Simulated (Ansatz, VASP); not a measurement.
**SrCl2 in VASP and in Ansatz**

```
Sr Cl
1.0
     0.00000    3.55677    3.55677
     3.55677    0.00000    3.55677
     3.55677    3.55677    0.00000
Sr Cl
1 2
Direct
  0.00000 0.00000 0.00000
  0.75000 0.75000 0.75000
  0.25000 0.25000 0.25000
```

Alike in both runs: task single point; functional PBEsol; k mesh 7 × 7 × 7; occupations fermi-dirac, width 0.05 eV; no spin polarisation.

|  | VASP | Ansatz |
| --- | --- | --- |
| version | VASP 6.6.1 | Ansatz 0.2.0 |
| potentials or method | VASP PAW PBE potentials, release 64 (Sr_sv, Cl) | Ansatz PAW |
| plane-wave cutoff (eV) | 520 | 420 |
| valence electrons in the cell | 24 | 24 |

|  | VASP | Ansatz | Ansatz less VASP |
| --- | --- | --- | --- |
| gap on the k mesh at the Fermi level (eV) | 4.96 | 4.96 | +0.008 |
| least direct gap on the mesh (eV) | 5.24 | 5.25 | +0.005 |
| pressure (GPa) | -2.7 | -2.7 | -0.08 |

VASP's potentials were made for PBE, not for PBEsol.

Noted on Ansatz's run: odd divisions of the mesh miss points on the zone boundary, where band edges often lie, so the gap on the mesh can be too wide.
